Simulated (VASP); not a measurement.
Si, 2 atoms in the cell. The structure is tetragonal, space group I4_1/amd (No. 141). Conventional cell: a = 4.506 Å, b = 4.506 Å, c = 2.791 Å, α = 90.00°, β = 90.00°, γ = 90.00°. Si (site symmetry -4m2) has 10 Si at 2.36 to 3.08 Å within 3.1 Å.  This cell differs from its parent crystal: strain -0.050 along x and y, +0.050 along z.

* Program: VASP 6.6.1
* Task: single point
* Functional: r2SCAN
* Potentials or basis: VASP PAW PBE potentials, release 64 (Si)
* Cutoff: 520 eV
* k mesh: 20 × 20 × 20
* Occupations: gaussian, width 0.15 eV
* Spin: no spin polarisation
* Dipole correction: no
* Further INCAR settings: ALGO = Normal; EDIFF = 1e-07; NBANDS = 11

Potentials or basis: VASP PAW PBE potentials, release 64 (Si).

The run is started by

```console
$ cat potpaw_PBE.64/Si/POTCAR > POTCAR
$ cp INCAR.step1 INCAR
$ mpirun -np 1 vasp_std > vasp.out
$ cp INCAR.step2 INCAR
$ mpirun -np 1 vasp_std > vasp.out
```

Hardware: 1 thread of Intel(R) Xeon(R) Platinum 8375C CPU @ 2.90GHz (Ice Lake), on a shared host.

**Question.** Estimate the wall time of this run.

**Answer.** It took 14 min on 1 thread of Intel(R) Xeon(R) Platinum 8375C CPU @ 2.90GHz (Ice Lake), on a shared host, peak memory 0.28 GiB. Counts: k points 641.
